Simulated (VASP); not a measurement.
Runs of VASP 6.6.1 on CsI. The structure is that of space group Pm-3m (No. 221), or close to it. The cells are those of the table. 

| cell | gap on the mesh (eV) | pressure (GPa) |
| --- | --- | --- |
| a = 4.530 Å, 2 atoms | 3.96 | 1.2 |
| a = 4.608 Å, 2 atoms | (c) | 0.5 |
| a = 4.449 Å, 2 atoms | 4.04 | 2.1 |
| a = 4.684 Å, 2 atoms | (b) | -0.1 |
| a = 4.757 Å, 2 atoms | 3.52 | (a) |

Alike in all rows: task single point; level PBE; potentials or basis VASP PAW PBE potentials, release 64 (Cs_sv, I); no spin polarisation; k mesh 4 × 4 × 4; cutoff (eV) 500; smearing gaussian 0.01 eV.

Q: Estimate the missing entries.

A: (a) -0.5; (b) 3.64; (c) 3.79.

Caveats: spin-orbit coupling is left out, which moves the levels of the heavy elements.

A k mesh can miss the band edges, and the runs leave out spin-orbit coupling on Cs, I.
